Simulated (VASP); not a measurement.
Here is a VASP 6.6.1 calculation.

The input INCAR:

```
  PREC = Accurate
  ENCUT = 600
  EDIFF = 1E-6
  ISMEAR = 0
  SIGMA = 0.01
  LREAL = F
  LASPH = T
  NELM = 120
  ALGO = Normal
  ISIF = 2
  LWAVE = F
  LCHARG = F
  GGA = PS
  NBANDS = 15
  GGA_COMPAT = F
```

KPOINTS

```
Automatic mesh
0
Gamma
  10 10 10
```

POSCAR

```
YN
1.0
    0.0000000000      2.4192292099      2.4647604999
    2.4192292099      0.0000000000      2.4647604999
    2.4192292099      2.4192292099      0.0000000000
Y N
1 1
Direct
    0.0000000000      0.0000000000      0.0000000000
    0.5000000000      0.5000000000      0.5000000000
```

Potentials or basis: VASP PAW PBE potentials, release 64 (Y_sv, N).

Run with:

```console
$ cat potpaw_PBE.64/Y_sv/POTCAR potpaw_PBE.64/N/POTCAR > POTCAR
$ mpirun -np 1 vasp_std > vasp.out
```

Task: Estimate the pressure.

Result: -1.3 GPa.

Task: Predict the band gap on the k mesh.

Result: 0.04 eV, indirect (least direct gap 0.42 eV).

Stress tensor (GPa, compression positive):
```
 0.19  0.00  0.00
 0.00  0.19  0.00
 0.00  0.00 -4.42
```

Caveat: the cell differs from its parent crystal (strained cell); the PAW data sets were made with another functional, which shifts forces and pressure a little. A k mesh can miss the band edges.
